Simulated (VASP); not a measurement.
Runs of VASP 6.6.1 on Bi. The structure is that of space group Im-3m (No. 229), or close to it. The cells are those of the table. This isn't the form of Bi at room conditions, which is rhombohedral.

```csv
task,cell,cutoff (eV),gap on the mesh (eV),pressure (GPa)
relaxation of cell and atoms,"relaxed to 184.47 GPa from a = 2.764 Å, angles 109.5°, 1 atom",600,none,184.5
single point,"a = 2.718 Å, angles 109.5°, 1 atom",520,none,185.8
single point,"a = 2.764 Å, angles 109.5°, 1 atom",520,none,152.2
single point,"a = 2.905 Å, angles 109.5°, 1 atom",520,none,(a)
single point,"a = 2.855 Å, angles 109.5°, 1 atom",520,none,101.0
```

Alike in all rows: level LDA; potentials or basis VASP PAW LDA potentials, release 64 (Bi_d); no spin polarisation; k mesh 20 × 20 × 20; smearing gaussian 0.05 eV.

Task: Estimate the missing entries.

Result: (a) 79.8.

Caveats: spin-orbit coupling is left out, which moves the levels of the heavy elements; the cell stands under pressure (at least some runs); the cell is relaxed towards a set pressure, so the run minimises the enthalpy, not the energy (at least some runs).

A k mesh can miss the band edges, and the runs leave out spin-orbit coupling on Bi.

A gap of «none» marks levels without a gap at the run's occupations.
